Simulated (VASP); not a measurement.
# TlBr (Pm-3m) in VASP: notebook

The runs below take TlBr through single point, with PBE+D3(BJ).

Program: VASP 6.6.1. These are calculated values, not measurements. Logs are shortened: lines on timing, memory, paths and dates and some standing lists are left out, and cuts for length are marked.

**1. The cell of the first run**

The structure is cubic, space group Pm-3m (No. 221). The conventional cell has a = 3.952 Å, b = 3.952 Å, c = 3.952 Å, α = 90.00°, β = 90.00°, γ = 90.00°. Within 4.5 Å of Tl (site symmetry m-3m) lie 8 Br at 3.42 Å and 6 Tl at 3.95 Å. Br (site symmetry m-3m) has 8 Tl at 3.42 Å and 6 Br at 3.95 Å within 4.5 Å.

**2. Single point, PBE+D3(BJ) (30.87 Å³/atom)**

File INCAR:

```
SYSTEM = TlBr
  PREC = Accurate
  ENCUT = 500
  EDIFF = 1E-6
  ISMEAR = 0
  SIGMA = 0.01
  LREAL = .FALSE.
  LASPH = .TRUE.
  NELM = 120
  ALGO = Normal
  ISIF = 2
  LWAVE = .FALSE.
  LCHARG = .FALSE.
  GGA = PE
  IVDW = 12
  NBANDS = 17
  GGA_COMPAT = .FALSE.
```

File KPOINTS:

```
Automatic mesh
0
G
  8 8 8
  0 0 0
```

File POSCAR:

```
TlBr
1.0
    3.9524721277      0.0000000000      0.0000000000
    0.0000000000      3.9524721277      0.0000000000
    0.0000000000      0.0000000000      3.9524721277
Tl Br
1 1
Direct
    0.0000000000      0.0000000000      0.0000000000
    0.5000000000      0.5000000000      0.5000000000
```

Potentials or basis: VASP PAW PBE potentials, release 64 (Tl_d, Br).

Run with:

```bash
cat potpaw_PBE.64/Tl_d/POTCAR potpaw_PBE.64/Br/POTCAR > POTCAR
mpirun -np 1 vasp_std > vasp.out
```

OUTCAR:

```text
SYSTEM = TlBr
   PREC = Accurate
   ENCUT = 500
   EDIFF = 1E-6
   ISMEAR = 0
   LREAL = .FALSE.
   LASPH = .TRUE.
   NELM = 120
   ISIF = 2
   GGA = PE
   IVDW = 12
 IVDW          = 12

 ion  position               nearest neighbor table
   1  0.000  0.000  0.000-   2 3.42   2 3.42   2 3.42   2 3.42   2 3.42   2 3.42   2 3.42   2 3.42

   2  0.500  0.500  0.500-   1 3.42   1 3.42   1 3.42   1 3.42   1 3.42   1 3.42   1 3.42   1 3.42

  LATTYP: Found a simple cubic cell.
 ALAT       =     3.9524721277

  Lattice vectors:

 A1 = (   3.9524721277,   0.0000000000,   0.0000000000)
 A2 = (   0.0000000000,   3.9524721277,   0.0000000000)
 A3 = (   0.0000000000,   0.0000000000,   3.9524721277)

Analysis of symmetry for initial positions (statically):
=====================================================================
 Subroutine PRICEL returns:
 Original cell was already a primitive cell.

 Routine SETGRP: Setting up the symmetry group for a
 simple cubic supercell.

 Subroutine GETGRP returns: Found 48 space group operations
 (whereof 48 operations were pure point group operations)
 out of a pool of 48 trial point group operations.

The static configuration has the point symmetry O_h .

Analysis of symmetry for dynamics (positions and initial velocities):
=====================================================================
 Subroutine PRICEL returns:
 Original cell was already a primitive cell.

 Routine SETGRP: Setting up the symmetry group for a
 simple cubic supercell.

 Subroutine GETGRP returns: Found 48 space group operations
 (whereof 48 operations were pure point group operations)
 out of a pool of 48 trial point group operations.

The dynamic configuration has the point symmetry O_h .

 Subroutine INISYM returns: Found 48 space group operations
 (whereof 48 operations are pure point group operations),
 and found     1 'primitive' translations

----------------------------------------------------------------------------------------

                                     Primitive cell

  volume of cell :      61.7457

  direct lattice vectors                    reciprocal lattice vectors
     3.952472128  0.000000000  0.000000000     0.253006212  0.000000000  0.000000000
     0.000000000  3.952472128  0.000000000     0.000000000  0.253006212  0.000000000
     0.000000000  0.000000000  3.952472128     0.000000000  0.000000000  0.253006212

  length of vectors
     3.952472128  3.952472128  3.952472128     0.253006212  0.253006212  0.253006212

[... 73 lines left out ...]
   ICHARG =      2    charge: 1-file 2-atom 10-const
   ISPIN  =      1    spin polarized calculation?
   LNONCOLLINEAR =      F non collinear calculations
   LSORBIT =      F    spin-orbit coupling
   LASPH  =      T    aspherical Exc in radial PAW
   ENCUT  =  500.0 eV  36.75 Ry    6.06 a.u.   7.21  7.21  7.21*2*pi/ulx,y,z
   NELM   =    120;   NELMIN=  2; NELMDL= -5     # of ELM steps
   EDIFF  = 0.1E-05   stopping-criterion for ELM
   LREAL  =      F    real-space projection
[... 7 lines left out ...]
   TEBEG  =    0.0;   TEEND  =   0.0 temperature during run
   PSTRESS=    0.0 pullay stress
   NELECT =      20.0000    total number of electrons
   NUPDOWN=      -1.0000    fix difference up-down
   EMIN   =  10.00;   EMAX   =-10.00  energy-range for DOS
   EFERMI =   0.00;   METHOD = LEGACY
   ISMEAR =     0;   SIGMA  =   0.01  broadening in eV -4-tet -1-fermi 0-gaus
   EFERMI_NEDOS =   21; number of points for ismear=-14 and -15
   IALGO  =     38    algorithm
   IMIX   =      4    mixing-type and parameters
     AMIX     =   0.40;   BMIX     =  1.00
     AMIX_MAG =   1.60;   BMIX_MAG =  1.00
  volume/ion in A,a.u.               =      30.87       208.34
  Fermi-wavevector in a.u.,A,eV,Ry     =   1.124301  2.124621 17.198488  1.264053
  Thomas-Fermi vector in A             =   2.260972
   LORBIT       =      0    0 simple, 1 ext, 2 COOP (PROOUT), +10 PAW based schemes
   GGA     = PE    functional components
   LHFCALC =     F    Hartree Fock is set to
   AEXX    =    0.0000 exact exchange contribution
   IVDW    =    12    specifies the selected vdW correction
   LEPSILON=     F    determine dielectric tensor
   LRPA    =     F    only Hartree local field effects (RPA)
 non-spin polarized calculation
 Gauss-broadening in eV      SIGMA  =   0.01
  energy-cutoff  :      500.00
  volume of cell :       61.75
 maximum number of plane-waves:      1596
 NGX is ok and might be reduce to    30
   NGX = 15   NGY = 15   NGZ = 15

 number of electron      20.0000002 magnetization

 Free energy of the ion-electron system (eV)
  ---------------------------------------------------
  ext. energy  EPLUGINS =         0.00000000
  ---------------------------------------------------
  free energy    TOTEN  =        -5.52043571 eV

  energy without entropy =       -5.52043571  energy(sigma->0) =       -5.52043571

 E-fermi :   2.6542     XC(G=0):  -9.0689

 val. band max:        2.6117911152   @ k =   0.5000   0.0000   0.0000
 cond. band min:       4.4164793595   @ k =   0.5000   0.0000   0.0000
 fundamental gap:      1.8046882444
 Fermi energy:         2.6541545935

 k-point     1 :       0.0000    0.0000    0.0000
  band No.  band energies     occupation
      1     -11.2519      2.00000
      2      -7.5390      2.00000
      3      -7.5390      2.00000
      4      -7.3513      2.00000
      5      -7.3513      2.00000
      6      -7.3513      2.00000
[... 457 lines left out ...]
      4      -7.4044      2.00000
      5      -7.3703      2.00000
      6      -7.3141      2.00000
[... 9 lines left out ...]
     16      13.5355      0.00000
     17      15.3485      0.00000

 [... further k-points ...]

------------------------ aborting loop because EDIFF is reached ----------------------------------------

 Edisp (eV)   -0.55866

 E8    (eV) :    -0.2622

  FORCE on cell =-STRESS in cart. coord.  units (eV):
  Direction    XX          YY          ZZ          XY          YZ          ZX
  --------------------------------------------------------------------------------------
  -------------------------------------------------------------------------------------
  Total       0.14578     0.14578     0.14578     0.00000     0.00000     0.00000
  in kB       3.78282     3.78282     3.78282     0.00000     0.00000     0.00000
  external pressure =        3.78 kB  Pullay stress =        0.00 kB

 VOLUME and BASIS-vectors are now :
 -----------------------------------------------------------------------------
  energy-cutoff  :      500.00
  volume of cell :       61.75
      direct lattice vectors                 reciprocal lattice vectors
     3.952472128  0.000000000  0.000000000     0.253006212  0.000000000  0.000000000
     0.000000000  3.952472128  0.000000000     0.000000000  0.253006212  0.000000000
     0.000000000  0.000000000  3.952472128     0.000000000  0.000000000  0.253006212

 POSITION                                       TOTAL-FORCE (eV/Angst)
 -----------------------------------------------------------------------------------
      0.00000      0.00000      0.00000         0.000000      0.000000      0.000000
      1.97624      1.97624      1.97624         0.000000      0.000000      0.000000
 -----------------------------------------------------------------------------------
    total drift:                                0.000000     -0.000000     -0.000000

  FREE ENERGIE OF THE ION-ELECTRON SYSTEM (eV)
  ---------------------------------------------------
  free  energy   TOTEN  =        -6.0790951527 eV

  energy  without entropy=       -6.0790951527  energy(sigma->0) =       -6.07909515
```

OSZICAR:

```text
N       E                     dE             d eps       ncg     rms          rms(c)
DAV:   1     0.916785842520E+02    0.91679E+02   -0.94654E+03  1230   0.990E+02
DAV:   2    -0.235881623506E+01   -0.94037E+02   -0.90521E+02  1456   0.217E+02
DAV:   3    -0.575589774657E+01   -0.33971E+01   -0.33866E+01  1407   0.356E+01
DAV:   4    -0.577371923451E+01   -0.17821E-01   -0.17820E-01  1502   0.310E+00
DAV:   5    -0.577389739786E+01   -0.17816E-03   -0.17816E-03  1440   0.297E-01    0.290E+00
DAV:   6    -0.554330392596E+01    0.23059E+00   -0.35183E-01  1253   0.297E+00    0.170E+00
DAV:   7    -0.551989964446E+01    0.23404E-01   -0.11512E-01  1336   0.149E+00    0.886E-01
DAV:   8    -0.552059858250E+01   -0.69894E-03   -0.15568E-02  1359   0.798E-01    0.169E-01
DAV:   9    -0.552031947322E+01    0.27911E-03   -0.11395E-03  1321   0.189E-01    0.695E-02
DAV:  10    -0.552043509056E+01   -0.11562E-03   -0.26448E-04  1285   0.829E-02    0.200E-02
DAV:  11    -0.552043541350E+01   -0.32294E-06   -0.28276E-05  1403   0.357E-02    0.668E-03
DAV:  12    -0.552043571218E+01   -0.29868E-06   -0.29334E-06  1296   0.846E-03
   1 F= -.60790952E+01 E0= -.60790952E+01  d E =-.531066E-12
```

Run time: 60 s. Hardware: 1 thread of Intel Xeon 8259CL, shared host; peak memory 0.19 GiB.

What came out:

- Free energy: -6.0791 eV
- Pressure: 0.4 GPa
- Band gap on the k mesh: 1.80 eV
- Dispersion energy per atom: -0.279 eV

Caveat: spin-orbit coupling is left out, which moves the levels of the heavy elements.

**3. Single point, PBE+D3(BJ) (32.13 Å³/atom)**

This run uses another cell than the first one, of 32.13 Å³/atom.

File INCAR:

```
SYSTEM = TlBr
ALGO = Normal
EDIFF = 1E-6
ENCUT = 500
GGA = PE
GGA_COMPAT = .FALSE.
ISIF = 2
ISMEAR = 0
IVDW = 12
LASPH = .TRUE.
LCHARG = .FALSE.
LREAL = .FALSE.
LWAVE = .FALSE.
NBANDS = 17
NELM = 120
PREC = Accurate
SIGMA = 0.01
```

File KPOINTS:

```
k-points
0
G
  8 8 8
  0 0 0
```

File POSCAR:

```
TlBr
1.0
    4.0055317763      0.0000000000      0.0000000000
    0.0000000000      4.0055317763      0.0000000000
    0.0000000000      0.0000000000      4.0055317763
Tl Br
1 1
Direct
    0.0000000000      0.0000000000      0.0000000000
    0.5000000000      0.5000000000      0.5000000000
```

Potentials or basis: VASP PAW PBE potentials, release 64 (Tl_d, Br).

Run with:

```bash
cat potpaw_PBE.64/Tl_d/POTCAR potpaw_PBE.64/Br/POTCAR > POTCAR
mpirun -np 1 vasp_std > vasp.out
```

Run time: 52 s. Hardware: 1 thread of Intel Xeon 8259CL, shared host; peak memory 0.2 GiB.

It converged, with:

| Quantity | Value |
| --- | --- |
| Free energy | -6.0804 eV |
| Pressure | 0.0 GPa |
| Band gap on the k mesh | 1.91 eV |
| Dispersion energy per atom | -0.270 eV |

Levels at points of the mesh, in eV from the valence-band top:
```tsv
k point	band 6	band 7	band 8	band 9	band 10	band 11	band 12	band 13	band 14	band 15
(0.00, 0.00, 0.00)	-9.90	-4.60	-1.22	-1.22	-1.22	7.07	7.07	7.17	7.17	7.17
(0.50, 0.00, 0.00)	-9.89	-5.42	-0.74	-0.74	0.00	1.91	5.78	5.78	8.08	10.40
(0.50, 0.50, 0.00)	-9.85	-3.71	-2.80	-2.80	-0.65	4.86	4.86	7.33	7.71	10.28
(0.50, 0.50, 0.50)	-9.85	-2.76	-1.82	-1.82	-1.82	2.22	2.22	2.22	12.71	12.71
```

Caveat: spin-orbit coupling is left out, which moves the levels of the heavy elements. A k mesh can miss the band edges.
